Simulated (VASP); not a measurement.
# BiTe (P-3m1) in VASP: single point with PBEsol

Aim: the single point of BiTe with PBEsol.

Everything below comes from runs of VASP 6.6.1. Logs are shortened: lines on timing, memory, paths and dates and some standing lists are left out, and cuts for length are marked.

### Step 1. The cell of the first run

It takes space group P-3m1 (No. 164, trigonal). The conventional cell has a = 4.416 Å, b = 4.416 Å, c = 23.910 Å, α = 90.00°, β = 90.00°, γ = 120.00°. Within 4.0 Å of Bi (site symmetry 3m) lie 6 Te at 3.07 to 3.24 Å. Within 4.0 Å of Bi (site symmetry 3m) lie 6 Te at 3.08 to 3.23 Å. Bi (site symmetry 3m) has 3 Bi at 3.05 Å and 3 Te at 3.52 Å within 4.0 Å. Te (site symmetry 3m) has 3 Bi at 3.07 Å and 3 Te at 3.62 Å within 4.0 Å. Within 4.2 Å of Te (site symmetry 3m) lie 6 Bi at 3.23 to 3.24 Å. Te (site symmetry 3m) has 6 Bi at 3.08 to 3.52 Å within 4.0 Å.

### Step 2. Single point, PBEsol

INCAR reads:

```
  ALGO = Normal
  EDIFF = 1E-6
  ENCUT = 520
  GGA = PS
  ISIF = 2
  ISMEAR = -1
  LASPH = True
  LCHARG = False
  LREAL = False
  LWAVE = False
  NBANDS = 75
  NELM = 80
  PREC = Accurate
  SIGMA = 0.02
```

KPOINTS reads:

```
k-points
0
Gamma
  6 6 2
```

POSCAR reads:

```
BiTe
1.0
    4.4161367227      0.0000000000      0.0000000000
   -2.2080683614      3.8244865884      0.0000000000
    0.0000000000      0.0000000000     23.9098048394
Bi Te
6 6
Direct
    0.0000000000      0.0000000000      0.1250102909
    0.0000000000      0.0000000000      0.8749897091
    0.3333333333      0.6666666667      0.2917573516
    0.6666666667      0.3333333333      0.7082426484
    0.6666666667      0.3333333333      0.4650629364
    0.3333333333      0.6666666667      0.5349370636
    0.3333333333      0.6666666667      0.0538358619
    0.6666666667      0.3333333333      0.9461641381
    0.6666666667      0.3333333333      0.2088895251
    0.3333333333      0.6666666667      0.7911104749
    0.0000000000      0.0000000000      0.3636802245
    0.0000000000      0.0000000000      0.6363197755
```

Potentials or basis: VASP PAW PBE potentials, release 64 (Bi_d, Te).

The run is started by

```
cat potpaw_PBE.64/Bi_d/POTCAR potpaw_PBE.64/Te/POTCAR > POTCAR
mpirun -np 1 vasp_std > vasp.out
```

OUTCAR:

```text
EDIFF = 1E-6
   ENCUT = 520
   GGA = PS
   ISIF = 2
   ISMEAR = -1
   LASPH = True
   LREAL = False
   NELM = 80
   PREC = Accurate

 ion  position               nearest neighbor table
   1  0.000  0.000  0.125-   7 3.07   7 3.07   7 3.07   9 3.24   9 3.24   9 3.24
   2  0.000  0.000  0.875-   8 3.07   8 3.07   8 3.07  10 3.24  10 3.24  10 3.24
   3  0.333  0.667  0.292-  11 3.08  11 3.08  11 3.08   9 3.23   9 3.23   9 3.23
   4  0.667  0.333  0.708-  12 3.08  12 3.08  12 3.08  10 3.23  10 3.23  10 3.23
   5  0.667  0.333  0.465-   6 3.05   6 3.05   6 3.05  11 3.52  11 3.52  11 3.52
   6  0.333  0.667  0.535-   5 3.05   5 3.05   5 3.05  12 3.52  12 3.52  12 3.52
   7  0.333  0.667  0.054-   1 3.07   1 3.07   1 3.07   8 3.62   8 3.62   8 3.62
   8  0.667  0.333  0.946-   2 3.07   2 3.07   2 3.07   7 3.62   7 3.62   7 3.62
   9  0.667  0.333  0.209-   3 3.23   3 3.23   3 3.23   1 3.24   1 3.24   1 3.24
  10  0.333  0.667  0.791-   4 3.23   4 3.23   4 3.23   2 3.24   2 3.24   2 3.24
  11  0.000  0.000  0.364-   3 3.08   3 3.08   3 3.08   5 3.52   5 3.52   5 3.52
  12  0.000  0.000  0.636-   4 3.08   4 3.08   4 3.08   6 3.52   6 3.52   6 3.52

  LATTYP: Found a hexagonal cell.
 ALAT       =     4.4161367227
 C/A-ratio  =     5.4141903525

  Lattice vectors:

 A1 = (   4.4161367227,   0.0000000000,   0.0000000000)
 A2 = (  -2.2080683614,   3.8244865884,   0.0000000000)
 A3 = (   0.0000000000,   0.0000000000,  23.9098048394)

Analysis of symmetry for initial positions (statically):
=====================================================================
 Subroutine PRICEL returns:
 Original cell was already a primitive cell.

 Routine SETGRP: Setting up the symmetry group for a
 hexagonal supercell.

 Subroutine GETGRP returns: Found 12 space group operations
 (whereof 12 operations were pure point group operations)
 out of a pool of 24 trial point group operations.

The static configuration has the point symmetry D_3d.

Analysis of symmetry for dynamics (positions and initial velocities):
=====================================================================
 Subroutine PRICEL returns:
 Original cell was already a primitive cell.

 Routine SETGRP: Setting up the symmetry group for a
 hexagonal supercell.

 Subroutine GETGRP returns: Found 12 space group operations
 (whereof 12 operations were pure point group operations)
 out of a pool of 24 trial point group operations.

The dynamic configuration has the point symmetry D_3d.

 Subroutine INISYM returns: Found 12 space group operations
 (whereof 12 operations are pure point group operations),
 and found     1 'primitive' translations

----------------------------------------------------------------------------------------

                                     Primitive cell

  volume of cell :     403.8236

  direct lattice vectors                    reciprocal lattice vectors
     4.416136723  0.000000000  0.000000000     0.226442265  0.130736502  0.000000000
    -2.208068361  3.824486588  0.000000000     0.000000000  0.261473005  0.000000000
     0.000000000  0.000000000 23.909804839     0.000000000  0.000000000  0.041823846

  length of vectors
     4.416136723  4.416136723 23.909804839     0.261473005  0.261473005  0.041823846

  position of ions in fractional coordinates (direct lattice)
     0.000000000  0.000000000  0.125010291
     0.000000000  0.000000000  0.874989709
     0.333333333  0.666666667  0.291757352
     0.666666667  0.333333333  0.708242648
     0.666666667  0.333333333  0.465062936
     0.333333333  0.666666667  0.534937064
     0.333333333  0.666666667  0.053835862
     0.666666667  0.333333333  0.946164138
     0.666666667  0.333333333  0.208889525
     0.333333333  0.666666667  0.791110475
     0.000000000  0.000000000  0.363680225
     0.000000000  0.000000000  0.636319775

  ion indices of the primitive-cell ions
   primitive index   ion index
                 1           1
                 2           2
                 3           3
                 4           4
                 5           5
                 6           6
                 7           7
                 8           8
                 9           9
                10          10
                11          11
                12          12

----------------------------------------------------------------------------------------

 KPOINTS: k-points

Automatic generation of k-mesh.
 Grid dimensions read from file:
 generate k-points for:    6    6    2

 Generating k-lattice:

  Cartesian coordinates                     Fractional coordinates (reciprocal lattice)
     0.037740377  0.021789417  0.000000000     0.166666667  0.000000000  0.000000000
     0.000000000  0.043578834  0.000000000     0.000000000  0.166666667  0.000000000
     0.000000000  0.000000000  0.020911923     0.000000000  0.000000000  0.500000000

  Length of vectors
     0.043578834  0.043578834  0.020911923

  Shift w.r.t. Gamma in fractional coordinates (k-lattice)
     0.000000000  0.000000000  0.000000000

 Subroutine IBZKPT returns following result:
 ===========================================

 Found     14 irreducible k-points:

 Following reciprocal coordinates:
            Coordinates               Weight
  0.000000  0.000000  0.000000      1.000000
  0.166667  0.000000  0.000000      6.000000
  0.333333 -0.000000  0.000000      6.000000
  0.500000 -0.000000  0.000000      3.000000
  0.166667  0.166667  0.000000      6.000000
  0.333333  0.166667  0.000000     12.000000
  0.333333  0.333333  0.000000      2.000000
  0.000000  0.000000  0.500000      1.000000
  0.166667  0.000000  0.500000      6.000000
  0.333333 -0.000000  0.500000      6.000000
  0.500000 -0.000000  0.500000      3.000000
  0.166667  0.166667  0.500000      6.000000
  0.333333  0.166667  0.500000     12.000000
  0.333333  0.333333  0.500000      2.000000
   k-points           NKPTS =     14   k-points in BZ     NKDIM =     14   number of bands    NBANDS=     75
   number of dos      NEDOS =    301   number of ions     NIONS =     12
   total plane-waves  NPLWV = 233280
   dimension x,y,z NGX =    36 NGY =   36 NGZ =  180
   dimension x,y,z NGXF=    72 NGYF=   72 NGZF=  360
   ions per type =               6   6
   NGX,Y,Z   is equivalent  to a cutoff of  13.55, 13.55, 12.52 a.u.
   NGXF,Y,Z  is equivalent  to a cutoff of  27.10, 27.10, 25.03 a.u.
 SYSTEM =  unknown system
   PREC   = accura    normal or accurate (medium, high low for compatibility)
   ISTART =      0    job   : 0-new  1-cont  2-samecut
   ICHARG =      2    charge: 1-file 2-atom 10-const
   ISPIN  =      1    spin polarized calculation?
   LNONCOLLINEAR =      F non collinear calculations
   LSORBIT =      F    spin-orbit coupling
   LASPH  =      T    aspherical Exc in radial PAW
   ENCUT  =  520.0 eV  38.22 Ry    6.18 a.u.   8.21  8.21 44.46*2*pi/ulx,y,z
   NELM   =     80;   NELMIN=  2; NELMDL= -5     # of ELM steps
   EDIFF  = 0.1E-05   stopping-criterion for ELM
   LREAL  =      F    real-space projection
   EDIFFG = 0.1E-04   stopping-criterion for IOM
   NSW    =      0    number of steps for IOM
   IBRION =     -1    ionic relax: 0-MD 1-quasi-New 2-CG
   NFREE  =      0    steps in history (QN), initial steepest desc. (CG)
   ISIF   =      2    stress and relaxation
   ISYM   =      2    0-nonsym 1-usesym 2-fastsym
   POTIM  = 0.5000    time-step for ionic-motion
   TEBEG  =    0.0;   TEEND  =   0.0 temperature during run
   PSTRESS=    0.0 pullay stress
   NELECT =     126.0000    total number of electrons
   NUPDOWN=      -1.0000    fix difference up-down
   EMIN   =  10.00;   EMAX   =-10.00  energy-range for DOS
   EFERMI =   0.00;   METHOD = LEGACY
   ISMEAR =    -1;   SIGMA  =   0.02  broadening in eV -4-tet -1-fermi 0-gaus
   EFERMI_NEDOS =   21; number of points for ismear=-14 and -15
   IALGO  =     38    algorithm
   IMIX   =      4    mixing-type and parameters
     AMIX     =   0.40;   BMIX     =  1.00
     AMIX_MAG =   1.60;   BMIX_MAG =  1.00
  volume/ion in A,a.u.               =      33.65       227.09
  Fermi-wavevector in a.u.,A,eV,Ry     =   1.110370  2.098295 16.774921  1.232922
  Thomas-Fermi vector in A             =   2.246921
   LORBIT       =      0    0 simple, 1 ext, 2 COOP (PROOUT), +10 PAW based schemes
   GGA     = PS    functional components
   LHFCALC =     F    Hartree Fock is set to
   AEXX    =    0.0000 exact exchange contribution
   IVDW    =     0    specifies the selected vdW correction
   LEPSILON=     F    determine dielectric tensor
   LRPA    =     F    only Hartree local field effects (RPA)
 non-spin polarized calculation
  energy-cutoff  :      520.00
  volume of cell :      403.82
 maximum number of plane-waves:     10920
 NGX is ok and might be reduce to    36
   NGX = 17   NGY = 17   NGZ = 89

 number of electron     126.0000021 magnetization

 Free energy of the ion-electron system (eV)
  ---------------------------------------------------
  ext. energy  EPLUGINS =         0.00000000
  ---------------------------------------------------
  free energy    TOTEN  =       -49.23867119 eV

  energy without entropy =      -49.23859828  energy(sigma->0) =      -49.23863473

 E-fermi :   6.3819     XC(G=0):  -9.5876

 val. band max:        6.2501330207   @ k =   0.1667   0.0000   0.0000
 cond. band min:       6.4746387493   @ k =   0.0000   0.0000   0.5000
 fundamental gap:      0.2245057286
 Fermi energy:         6.3819045341

 k-point     1 :       0.0000    0.0000    0.0000
  band No.  band energies     occupation
      1     -16.9361      2.00000
      2     -16.9361      2.00000
      3     -16.9361      2.00000
      4     -16.9361      2.00000
      5     -16.9215      2.00000
      6     -16.9215      2.00000
[... 67 lines left out ...]
     74       7.9931      0.00000
     75       7.9931      0.00000
[... 1012 lines left out ...]
     74      10.3111      0.00000
     75      10.3117      0.00000

------------------------ aborting loop because EDIFF is reached ----------------------------------------

  FORCE on cell =-STRESS in cart. coord.  units (eV):
  Direction    XX          YY          ZZ          XY          YZ          ZX
  --------------------------------------------------------------------------------------
  -------------------------------------------------------------------------------------
  Total       -0.0779610     -0.0779610     -0.0854587      0.0000000      0.0000000      0.0000000
  in kB       -0.3093118     -0.3093118     -0.3390587      0.0000000      0.0000000      0.0000000
  external PRESSURE =      -0.3192274 kB  Pullay stress =       0.0000000 kB

 VOLUME and BASIS-vectors are now :
 -----------------------------------------------------------------------------
  energy-cutoff  :      520.00
  volume of cell :      403.82
      direct lattice vectors                 reciprocal lattice vectors
     4.416136723  0.000000000  0.000000000     0.226442265  0.130736502  0.000000000
    -2.208068361  3.824486588  0.000000000     0.000000000  0.261473005  0.000000000
     0.000000000  0.000000000 23.909804839     0.000000000  0.000000000  0.041823846

 POSITION                                       TOTAL-FORCE (eV/Angst)
 -----------------------------------------------------------------------------------
      0.00000      0.00000      2.98897         0.000000     -0.000000      0.009303
      0.00000      0.00000     20.92083        -0.000000      0.000000     -0.009303
     -0.00000      2.54966      6.97586         0.000000     -0.000000     -0.009093
      2.20807      1.27483     16.93394         0.000000      0.000000      0.009093
      2.20807      1.27483     11.11956        -0.000000      0.000000     -0.010819
     -0.00000      2.54966     12.79024         0.000000     -0.000000      0.010819
     -0.00000      2.54966      1.28720         0.000000     -0.000000     -0.016965
      2.20807      1.27483     22.62260        -0.000000     -0.000000      0.016965
      2.20807      1.27483      4.99451        -0.000000     -0.000000     -0.000699
     -0.00000      2.54966     18.91530         0.000000      0.000000      0.000699
      0.00000      0.00000      8.69552         0.000000      0.000000      0.015067
      0.00000      0.00000     15.21428        -0.000000     -0.000000     -0.015067
 -----------------------------------------------------------------------------------
    total drift:                                0.000000     -0.000000      0.000000

  FREE ENERGIE OF THE ION-ELECTRON SYSTEM (eV)
  ---------------------------------------------------
  free  energy   TOTEN  =       -49.2386711873 eV

  energy  without entropy=      -49.2385982802  energy(sigma->0) =      -49.23863473
```

Run time: 15 min. Hardware: 1 thread of AMD EPYC 7R43 (Zen 3), shared host; peak memory 0.66 GiB.

What came out:

* Free energy: -49.2387 eV
* Pressure: 0.0 GPa
* Largest force: 0.017 eV/Å
* Band gap on the k mesh: 0.22 eV (least direct gap 0.23 eV)

Forces on the atoms (eV/Å):
```
Bi   0.000  0.000  0.009
Bi   0.000  0.000 -0.009
Bi   0.000  0.000 -0.009
Bi   0.000  0.000  0.009
Bi   0.000  0.000 -0.011
Bi   0.000  0.000  0.011
Te   0.000  0.000 -0.017
Te   0.000  0.000  0.017
Te   0.000  0.000 -0.001
Te   0.000  0.000  0.001
Te   0.000  0.000  0.015
Te   0.000  0.000 -0.015
```

Caveat: the PAW data sets were made with another functional, which shifts forces and pressure a little; spin-orbit coupling is left out, which moves the levels of the heavy elements. A k mesh can miss the band edges.
